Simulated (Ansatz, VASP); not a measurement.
**Two plane-wave programs on CdF2**

Contents of INCAR:

```
PREC     = Accurate       # precision mode
ENCUT    = 520            # plane-wave cutoff, eV
EDIFF    = 1E-7           # SCF threshold, eV
ISMEAR   = 0              # smearing method
SIGMA    = 0.05           # smearing width, eV
LREAL    = False          # projectors in reciprocal space
LASPH    = True           # aspherical terms in the spheres
NELM     = 60             # most SCF steps
ALGO     = Normal         # electronic algorithm
ISIF     = 2              # what is computed and relaxed
LWAVE    = False          # write WAVECAR
LCHARG   = True           # write CHGCAR
GGA      = PS             # functional
LELF     = True           # ELF
LVHAR    = True         
NBANDS   = 20             # bands
```

KPOINTS

```
Automatic mesh
0
Gamma
  8 8 8
```

The input POSCAR:

```
CdF2
1.0
    0.0000000000      2.7957418269      2.7957418269
    2.7957418269      0.0000000000      2.7957418269
    2.7957418269      2.7957418269      0.0000000000
Cd F
1 2
Direct
    0.0000000000      0.0000000000      0.0000000000
    0.2500000000      0.2500000000      0.2500000000
    0.7500000000      0.7500000000      0.7500000000
```

Input for Ansatz:

```yaml
crystal:
  lattice:
    - [0.0, 2.7957418269, 2.7957418269]
    - [2.7957418269, 0.0, 2.7957418269]
    - [2.7957418269, 2.7957418269, 0.0]
  atoms:
    - { symbol: Cd, position: [0.0, 0.0, 0.0] }
    - { symbol: F, position: [0.25, 0.25, 0.25] }
    - { symbol: F, position: [0.75, 0.75, 0.75] }
basis:
  ecutwfc: 520.0
kpoints:
  mp_grid: { grid: [8, 8, 8] }
hamiltonian:
  xc: pbesol
scf:
  occupations: { method: gaussian, width: 0.05 }
output:
  forces: true
  stress: true
  eigenvalues: true
```

Alike in both runs: task single point; functional PBEsol; k mesh 8 × 8 × 8; occupations gaussian, width 0.05 eV; no spin polarisation.

|  | VASP | Ansatz |
| --- | --- | --- |
| version | VASP 6.6.1 | Ansatz 0.2.0 |
| potentials or method | VASP PAW PBE potentials, release 64 (Cd, F), cutoff 520 eV | scalar-relativistic, plane waves, PAW |
| valence electrons in the cell | 26 | 34 |

Ansatz gave:

- gap on the k mesh at the Fermi level (eV): 2.56
- least direct gap on the mesh (eV): 3.16
- pressure (GPa): -9.3

What did VASP give for the same quantities?

gap on the k mesh at the Fermi level (eV): 2.53; least direct gap on the mesh (eV): 3.14; pressure (GPa): -9.0.

VASP's potentials were made for PBE, not for PBEsol. With one functional, cell and mesh, what is left measures potentials, basis and numerics. VASP's potentials hold 26 valence electrons a cell and Ansatz's 34, so a difference there can come from the potentials and not from the codes.
